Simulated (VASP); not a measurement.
A run of VASP 6.6.1:

INCAR

```
SYSTEM = Ga2O3
ALGO = Normal ; EDIFF = 1E-6
ENCUT = 520 ; GGA = PS
ISIF = 2 ; ISMEAR = -1
LASPH = .TRUE. ; LCHARG = .FALSE.
LREAL = .FALSE. ; LWAVE = .FALSE.
NBANDS = 55 ; NELM = 80
PREC = Accurate ; SIGMA = 0.05
```

The input KPOINTS:

```
k-points
0
G
  9 9 5
  0 0 0
```

File POSCAR:

```
Ga2O3
1.0
    6.1873644791     -1.5385332127      0.0000000000
    6.1873644791      1.5385332127      0.0000000000
   -1.4042276835      0.0000000000      5.7040962965
Ga O
4 6
Direct
    0.3413400000      0.3413400000      0.6859800000
    0.6586600000      0.6586600000      0.3140200000
    0.9095000000      0.9095000000      0.2054000000
    0.0905000000      0.0905000000      0.7946000000
    0.5041000000      0.5041000000      0.7434000000
    0.4959000000      0.4959000000      0.2566000000
    0.8267000000      0.8267000000      0.4368000000
    0.1733000000      0.1733000000      0.5632000000
    0.8355000000      0.8355000000      0.8902000000
    0.1645000000      0.1645000000      0.1098000000
```

Potentials or basis: VASP PAW PBE potentials, release 64 (Ga_d, O).

Command:

```console
$ cat potpaw_PBE.64/Ga_d/POTCAR potpaw_PBE.64/O/POTCAR > POTCAR
$ mpirun -np 1 vasp_std > vasp.out
```

Hardware: 1 thread of Oxide Virtual Turin-like Processor, with other jobs on the host.

Task: Estimate the wall time of this run.

Result: It took 23 min on 1 thread of Oxide Virtual Turin-like Processor (shared host), peak memory 0.62 GiB. Counts: scf iterations 15, k points 115.
